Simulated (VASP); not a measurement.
Set up this calculation in VASP 6.6.1, as the native input.

```
Task                   : single point
Functional             : PBE
Potentials or basis    : VASP PAW PBE potentials, release 64 (Na_pv, F)
Cutoff                 : 520 eV
k mesh                 : 8 × 8 × 8
Occupations            : gaussian, width 0.05 eV
Spin                   : no spin polarisation
Dipole correction      : no
Further INCAR settings : ALGO = Normal; EDIFF = 1e-06; NBANDS = 14
```

The structure of NaF lies in POSCAR:

```
NaF
1.0
    0.0000000000      2.2884505000      2.3581495000
    2.2884505000      0.0000000000      2.3581495000
    2.2884505000      2.2884505000      0.0000000000
Na F
1 1
Direct
    0.0000000000      0.0000000000      0.0000000000
    0.5000000000      0.5000000000      0.5000000000
```

This cell differs from its parent crystal: strain -0.015 along x and y, +0.015 along z.

These files were run (other wordings do the same):

INCAR

```
SYSTEM = NaF
ALGO = Normal
EDIFF = 1E-6
ENCUT = 520
GGA = PE
ISIF = 2
ISMEAR = 0
LASPH = .TRUE.
LCHARG = .FALSE.
LREAL = .FALSE.
LWAVE = .FALSE.
NBANDS = 14
NELM = 60
PREC = Accurate
SIGMA = 0.05
```

KPOINTS

```
k-points
0
G
  8 8 8
  0 0 0
```

Potentials or basis: VASP PAW PBE potentials, release 64 (Na_pv, F).

Command:

```bash
$ cat potpaw_PBE.64/Na_pv/POTCAR potpaw_PBE.64/F/POTCAR > POTCAR
$ mpirun -np 1 vasp_std > vasp.out
```

Results of the run:

```
Pressure               : 2.5 GPa
Band gap on the k mesh : 6.34 eV, direct
```

Caveat: the cell differs from its parent crystal (strain -0.015 along x and y, +0.015 along z).

Wall time 6 s on 1 thread of Intel(R) Xeon(R) 6975P-C (Granite Rapids), with other jobs on the host, peak memory 0.13 GiB.
